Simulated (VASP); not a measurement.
# KZnF3 (Pm-3m) in VASP: notebook

KZnF3 is run at these levels: PBE, r2SCAN; tasks: single point.

All numbers are computed with VASP 6.6.1; they aren't measurements. Logs are shortened: lines on timing, memory, paths and dates and some standing lists are left out, and cuts for length are marked.

### Step 1. The cell of the first run

The structure is cubic, space group Pm-3m (No. 221). Conventional cell: a = 4.046 Å, b = 4.046 Å, c = 4.046 Å, α = 90.00°, β = 90.00°, γ = 90.00°. Within 3.8 Å of K (site symmetry m-3m) lie 12 F at 2.86 Å and 8 Zn at 3.50 Å. Zn (site symmetry m-3m) has 6 F at 2.02 Å within 2.7 Å. Within 2.7 Å of F (site symmetry 4/mmm) lie 2 Zn at 2.02 Å.

### Step 2. Single point, PBE

Input file INCAR:

```
ALGO     = Normal         # electronic algorithm
EDIFF    = 1E-7           # SCF threshold, eV
ENCUT    = 520            # plane-wave cutoff, eV
GGA      = PE             # functional
ISIF     = 2              # what is computed and relaxed
ISMEAR   = -1             # smearing method
LASPH    = True           # aspherical terms in the spheres
LCHARG   = True           # write CHGCAR
LELF     = True           # ELF
LREAL    = False          # projectors in reciprocal space
LVHAR    = True         
LWAVE    = False          # write WAVECAR
NBANDS   = 29             # bands
NELM     = 60             # most SCF steps
PREC     = Accurate       # precision mode
SIGMA    = 0.02           # smearing width, eV
```

Input file KPOINTS:

```
k-points
0
Gamma
  6 6 6
```

Input file POSCAR:

```
KZnF3
1.0
    4.0461677399      0.0000000000      0.0000000000
    0.0000000000      4.0461677399      0.0000000000
    0.0000000000      0.0000000000      4.0461677399
K Zn F
1 1 3
Direct
    0.0000000000      0.0000000000      0.0000000000
    0.5000000000      0.5000000000      0.5000000000
    0.5000000000      0.5000000000      0.0000000000
    0.5000000000      0.0000000000      0.5000000000
    0.0000000000      0.5000000000      0.5000000000
```

Potentials or basis: VASP PAW PBE potentials, release 64 (K_sv, Zn, F).

Launch:

```bash
$ cat potpaw_PBE.64/K_sv/POTCAR potpaw_PBE.64/Zn/POTCAR potpaw_PBE.64/F/POTCAR > POTCAR
$ mpirun -np 1 vasp_std > vasp.out
```

OUTCAR:

```text
EDIFF = 1E-7
   ENCUT = 520
   GGA = PE
   ISIF = 2
   ISMEAR = -1
   LASPH = True
   LREAL = False
   NELM = 60
   PREC = Accurate

 ion  position               nearest neighbor table
   1  0.000  0.000  0.000-
   2  0.500  0.500  0.500-   3 2.02   4 2.02   5 2.02   3 2.02   4 2.02   5 2.02
   3  0.500  0.500  0.000-   2 2.02   2 2.02
   4  0.500  0.000  0.500-   2 2.02   2 2.02
   5  0.000  0.500  0.500-   2 2.02   2 2.02

  LATTYP: Found a simple cubic cell.
 ALAT       =     4.0461677399

  Lattice vectors:

 A1 = (   4.0461677399,   0.0000000000,   0.0000000000)
 A2 = (   0.0000000000,   4.0461677399,   0.0000000000)
 A3 = (   0.0000000000,   0.0000000000,   4.0461677399)

Analysis of symmetry for initial positions (statically):
=====================================================================
 Subroutine PRICEL returns:
 Original cell was already a primitive cell.

 Routine SETGRP: Setting up the symmetry group for a
 simple cubic supercell.

 Subroutine GETGRP returns: Found 48 space group operations
 (whereof 48 operations were pure point group operations)
 out of a pool of 48 trial point group operations.

The static configuration has the point symmetry O_h .

Analysis of symmetry for dynamics (positions and initial velocities):
=====================================================================
 Subroutine PRICEL returns:
 Original cell was already a primitive cell.

 Routine SETGRP: Setting up the symmetry group for a
 simple cubic supercell.

 Subroutine GETGRP returns: Found 48 space group operations
 (whereof 48 operations were pure point group operations)
 out of a pool of 48 trial point group operations.

The dynamic configuration has the point symmetry O_h .

 Subroutine INISYM returns: Found 48 space group operations
 (whereof 48 operations are pure point group operations),
 and found     1 'primitive' translations

----------------------------------------------------------------------------------------

                                     Primitive cell

  volume of cell :      66.2417

  direct lattice vectors                    reciprocal lattice vectors
     4.046167740  0.000000000  0.000000000     0.247147440  0.000000000  0.000000000
     0.000000000  4.046167740  0.000000000     0.000000000  0.247147440  0.000000000
     0.000000000  0.000000000  4.046167740     0.000000000  0.000000000  0.247147440

  length of vectors
     4.046167740  4.046167740  4.046167740     0.247147440  0.247147440  0.247147440

  position of ions in fractional coordinates (direct lattice)
     0.000000000  0.000000000  0.000000000
     0.500000000  0.500000000  0.500000000
     0.500000000  0.500000000  0.000000000
     0.500000000  0.000000000  0.500000000
     0.000000000  0.500000000  0.500000000

  ion indices of the primitive-cell ions
   primitive index   ion index
                 1           1
                 2           2
                 3           3
                 4           4
                 5           5

----------------------------------------------------------------------------------------

 KPOINTS: k-points

Automatic generation of k-mesh.
 Grid dimensions read from file:
 generate k-points for:    6    6    6

 Generating k-lattice:

  Cartesian coordinates                     Fractional coordinates (reciprocal lattice)
     0.041191240  0.000000000  0.000000000     0.166666667  0.000000000  0.000000000
     0.000000000  0.041191240  0.000000000     0.000000000  0.166666667  0.000000000
     0.000000000  0.000000000  0.041191240     0.000000000  0.000000000  0.166666667

  Length of vectors
     0.041191240  0.041191240  0.041191240

  Shift w.r.t. Gamma in fractional coordinates (k-lattice)
     0.000000000  0.000000000  0.000000000

 Subroutine IBZKPT returns following result:
 ===========================================

 Found     20 irreducible k-points:

 Following reciprocal coordinates:
            Coordinates               Weight
  0.000000  0.000000  0.000000      1.000000
  0.166667  0.000000  0.000000      6.000000
  0.333333  0.000000  0.000000      6.000000
  0.500000  0.000000  0.000000      3.000000
  0.166667  0.166667  0.000000     12.000000
  0.333333  0.166667  0.000000     24.000000
[... 12 lines left out ...]
  0.500000  0.500000  0.333333      6.000000
  0.500000  0.500000  0.500000      1.000000
   k-points           NKPTS =     20   k-points in BZ     NKDIM =     20   number of bands    NBANDS=     29
   number of dos      NEDOS =    301   number of ions     NIONS =      5
   total plane-waves  NPLWV =  27000
   dimension x,y,z NGX =    30 NGY =   30 NGZ =   30
   dimension x,y,z NGXF=    60 NGYF=   60 NGZF=   60
   ions per type =               1   1   3
   NGX,Y,Z   is equivalent  to a cutoff of  12.33, 12.33, 12.33 a.u.
   NGXF,Y,Z  is equivalent  to a cutoff of  24.65, 24.65, 24.65 a.u.
 SYSTEM =  unknown system
   PREC   = accura    normal or accurate (medium, high low for compatibility)
   ISTART =      0    job   : 0-new  1-cont  2-samecut
   ICHARG =      2    charge: 1-file 2-atom 10-const
   ISPIN  =      1    spin polarized calculation?
   LNONCOLLINEAR =      F non collinear calculations
   LSORBIT =      F    spin-orbit coupling
   LASPH  =      T    aspherical Exc in radial PAW
   ENCUT  =  520.0 eV  38.22 Ry    6.18 a.u.   7.52  7.52  7.52*2*pi/ulx,y,z
   NELM   =     60;   NELMIN=  2; NELMDL= -5     # of ELM steps
   EDIFF  = 0.1E-06   stopping-criterion for ELM
   LREAL  =      F    real-space projection
   EDIFFG = 0.1E-05   stopping-criterion for IOM
   NSW    =      0    number of steps for IOM
   IBRION =     -1    ionic relax: 0-MD 1-quasi-New 2-CG
   NFREE  =      0    steps in history (QN), initial steepest desc. (CG)
   ISIF   =      2    stress and relaxation
   ISYM   =      2    0-nonsym 1-usesym 2-fastsym
   POTIM  = 0.5000    time-step for ionic-motion
   TEBEG  =    0.0;   TEEND  =   0.0 temperature during run
   PSTRESS=    0.0 pullay stress
   NELECT =      42.0000    total number of electrons
   NUPDOWN=      -1.0000    fix difference up-down
   EMIN   =  10.00;   EMAX   =-10.00  energy-range for DOS
   EFERMI =   0.00;   METHOD = LEGACY
   ISMEAR =    -1;   SIGMA  =   0.02  broadening in eV -4-tet -1-fermi 0-gaus
   EFERMI_NEDOS =   21; number of points for ismear=-14 and -15
   IALGO  =     38    algorithm
   IMIX   =      4    mixing-type and parameters
     AMIX     =   0.40;   BMIX     =  1.00
     AMIX_MAG =   1.60;   BMIX_MAG =  1.00
  volume/ion in A,a.u.               =      13.25        89.40
  Fermi-wavevector in a.u.,A,eV,Ry     =   1.406417  2.657742 26.912435  1.978008
  Thomas-Fermi vector in A             =   2.528779
   LORBIT       =      0    0 simple, 1 ext, 2 COOP (PROOUT), +10 PAW based schemes
   GGA     = PE    functional components
   LHFCALC =     F    Hartree Fock is set to
   AEXX    =    0.0000 exact exchange contribution
   IVDW    =     0    specifies the selected vdW correction
   LEPSILON=     F    determine dielectric tensor
   LRPA    =     F    only Hartree local field effects (RPA)
 non-spin polarized calculation
  energy-cutoff  :      520.00
  volume of cell :       66.24
 maximum number of plane-waves:      1804
   NGX = 15   NGY = 15   NGZ = 15

 number of electron      41.9999980 magnetization

 Free energy of the ion-electron system (eV)
  ---------------------------------------------------
  ext. energy  EPLUGINS =         0.00000000
  ---------------------------------------------------
  free energy    TOTEN  =       -20.25840200 eV

  energy without entropy =      -20.25840200  energy(sigma->0) =      -20.25840200

 E-fermi :  -0.2232     XC(G=0):  -9.8937

 val. band max:       -0.7265616995   @ k =   0.5000   0.5000   0.5000
 cond. band min:       3.0732933012   @ k =   0.0000   0.0000   0.0000
 fundamental gap:      3.7998550007
 Fermi energy:        -0.2231853596

 k-point     1 :       0.0000    0.0000    0.0000
  band No.  band energies     occupation
      1     -27.8339      2.00000
      2     -22.3631      2.00000
      3     -21.7322      2.00000
      4     -21.7322      2.00000
      5     -11.3204      2.00000
      6     -11.3204      2.00000
[... 21 lines left out ...]
     28      10.2950      0.00000
     29      13.4441      0.00000

 k-point     2 :       0.1667    0.0000    0.0000
  band No.  band energies     occupation
      1     -27.8283      2.00000
      2     -22.3299      2.00000
      3     -21.7625      2.00000
      4     -21.7309      2.00000
      5     -11.3198      2.00000
      6     -11.3091      2.00000
[... 21 lines left out ...]
     28      10.3680      0.00000
     29      13.2167      0.00000

 k-point     3 :       0.3333    0.0000    0.0000
  band No.  band energies     occupation
      1     -27.8170      2.00000
      2     -22.2532      2.00000
      3     -21.8335      2.00000
      4     -21.7270      2.00000
      5     -11.3182      2.00000
      6     -11.2863      2.00000
[... 21 lines left out ...]
     28      10.5267      0.00000
     29      12.7630      0.00000

 k-point     4 :       0.5000    0.0000    0.0000
  band No.  band energies     occupation
      1     -27.8114      2.00000
      2     -22.2038      2.00000
      3     -21.8806      2.00000
      4     -21.7253      2.00000
      5     -11.3174      2.00000
      6     -11.2747      2.00000
[... 469 lines left out ...]
     28      11.8405      0.00000
     29      11.8562      0.00000

 k-point    19 :       0.5000    0.5000    0.3333
  band No.  band energies     occupation
      1     -27.7869      2.00000
      2     -21.8988      2.00000
      3     -21.8833      2.00000
      4     -21.8833      2.00000
      5     -11.4585      2.00000
      6     -11.4585      2.00000
[... 21 lines left out ...]
     28      11.8490      0.00000
     29      12.2391      0.00000

 k-point    20 :       0.5000    0.5000    0.5000
  band No.  band energies     occupation
      1     -27.7841      2.00000
      2     -21.8787      2.00000
      3     -21.8787      2.00000
      4     -21.8787      2.00000
      5     -11.4819      2.00000
      6     -11.4819      2.00000
[... 21 lines left out ...]
     28      11.7974      0.00000
     29      12.7856      0.00000

------------------------ aborting loop because EDIFF is reached ----------------------------------------

  FORCE on cell =-STRESS in cart. coord.  units (eV):
  Direction    XX          YY          ZZ          XY          YZ          ZX
  --------------------------------------------------------------------------------------
  -------------------------------------------------------------------------------------
  Total        2.1426177      2.1426177      2.1426177      0.0000000     -0.0000000      0.0000000
  in kB       51.8231277     51.8231277     51.8231277      0.0000000     -0.0000000      0.0000000
  external PRESSURE =      51.8231277 kB  Pullay stress =       0.0000000 kB

 VOLUME and BASIS-vectors are now :
 -----------------------------------------------------------------------------
  energy-cutoff  :      520.00
  volume of cell :       66.24
      direct lattice vectors                 reciprocal lattice vectors
     4.046167740  0.000000000  0.000000000     0.247147440  0.000000000  0.000000000
     0.000000000  4.046167740  0.000000000     0.000000000  0.247147440  0.000000000
     0.000000000  0.000000000  4.046167740     0.000000000  0.000000000  0.247147440

 POSITION                                       TOTAL-FORCE (eV/Angst)
 -----------------------------------------------------------------------------------
      0.00000      0.00000      0.00000         0.000000      0.000000      0.000000
      2.02308      2.02308      2.02308         0.000000      0.000000      0.000000
      2.02308      2.02308      0.00000         0.000000      0.000000      0.000000
      2.02308      0.00000      2.02308         0.000000      0.000000      0.000000
      0.00000      2.02308      2.02308         0.000000      0.000000      0.000000
 -----------------------------------------------------------------------------------
    total drift:                                0.000000      0.000000     -0.000000

  FREE ENERGIE OF THE ION-ELECTRON SYSTEM (eV)
  ---------------------------------------------------
  free  energy   TOTEN  =       -20.2584019979 eV

  energy  without entropy=      -20.2584019979  energy(sigma->0) =      -20.25840200
```

It took 21 s on 1 thread of Intel Xeon 6975P-C (Granite Rapids), shared host; peak memory 0.18 GiB.

Results:

| Quantity | Value |
| --- | --- |
| Free energy | -20.2584 eV |
| Pressure | 5.2 GPa |
| Band gap on the k mesh | 3.80 eV, indirect (least direct gap 5.67 eV) |

A k mesh can miss the band edges.

### Step 3. Single point, r2SCAN

POSCAR is that of step 2.

Input file INCAR.step1:

```
PREC = Accurate ; ENCUT = 520
ISMEAR = 0 ; SIGMA = 0.01
LREAL = False ; LASPH = True
NELM = 100 ; NBANDS = 29
GGA = PE ; ALGO = Normal
EDIFF = 1E-4 ; LWAVE = True
LCHARG = False
```

Input file INCAR.step2:

```
PREC = Accurate ; ENCUT = 520
EDIFF = 1E-6 ; ISMEAR = 0
SIGMA = 0.01 ; LREAL = False
LASPH = True ; NELM = 100
ALGO = Normal ; ISIF = 2
LWAVE = False ; LCHARG = False
METAGGA = R2SCAN ; LMIXTAU = True
NBANDS = 29 ; ISTART = 1
```

Input file KPOINTS:

```
regular mesh
0
Gamma
  6 6 6
```

Potentials or basis: VASP PAW PBE potentials, release 64 (K_sv, Zn, F).

Launch:

```bash
$ cat potpaw_PBE.64/K_sv/POTCAR potpaw_PBE.64/Zn/POTCAR potpaw_PBE.64/F/POTCAR > POTCAR
$ cp INCAR.step1 INCAR
$ mpirun -np 1 vasp_std > vasp.out
$ cp INCAR.step2 INCAR
$ mpirun -np 1 vasp_std > vasp.out
```

It took 60 s on 1 thread of Intel Xeon 6975P-C (Granite Rapids), shared host; peak memory 0.19 GiB.

It converged, with:

* Free energy: -38.3559 eV
* Pressure: 0.3 GPa
* Band gap on the k mesh: 4.59 eV, indirect (least direct gap 6.59 eV)

Levels at points of the mesh, in eV from the valence-band top:
```tsv
k point	band 19	band 20	band 21	band 22	band 23	band 24
(0.00, 0.00, 0.00)	-2.00	-2.00	-2.00	4.59	9.28	9.28
(0.50, 0.00, 0.00)	-1.80	-1.80	-1.51	7.37	9.02	10.26
(0.50, 0.50, 0.00)	-1.88	-1.66	0.00	8.85	10.81	11.01
(0.50, 0.50, 0.50)	-1.65	0.00	0.00	9.19	9.19	9.19
```

Caveat: the PAW data sets were made with another functional, which shifts forces and pressure a little. r2SCAN opens gaps a little over a GGA but as a rule still falls short of measured ones.
